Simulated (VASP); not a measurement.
A run of VASP 6.6.1 is set up as follows.

Contents of INCAR:

```
SYSTEM = Sc
PREC = Accurate
ENCUT = 600
EDIFF = 1E-7
ISMEAR = -1
SIGMA = 0.1
LREAL = .False.
LASPH = .True.
NELM = 80
ALGO = Normal
ISIF = 3
LWAVE = .False.
LCHARG = .False.
GGA = PE
IBRION = 2
NSW = 80
EDIFFG = -0.01
```

The input KPOINTS:

```
Automatic mesh
0
Gamma
  10 10 10
  0 0 0
```

Contents of POSCAR:

```
Sc
1.0
    3.0000848774      0.0000000000      0.0000000000
    0.0000000000      3.0000848774      0.0000000000
    0.0000000000      0.0000000000      3.0000848774
Sc
1
Direct
    0.0000000000      0.0000000000      0.0000000000
```

Potentials or basis: VASP PAW PBE potentials, release 64 (Sc_sv).

Run with:

```bash
$ cat potpaw_PBE.64/Sc_sv/POTCAR > POTCAR
$ mpirun -np 1 vasp_std > vasp.out
```

Question: Estimate the band gap on the k mesh.

Answer: Zero (an odd number of electrons rules out a gap without spin polarisation).

Question: Estimate the relaxed volume.

Answer: 26.35 Å³/atom.

Step by step:
| step | energy change (eV) | largest force (eV/Å) | pressure (GPa) | volume (Å³) |
| --- | --- | --- | --- | --- |
| 1 | 0.0000 | 0.0000 | -0.84 | 27.00 |
| 2 | -0.0017 | 0.0000 | -0.14 | 26.45 |
| 3 | -0.0018 | 0.0000 | -0.01 | 26.35 |
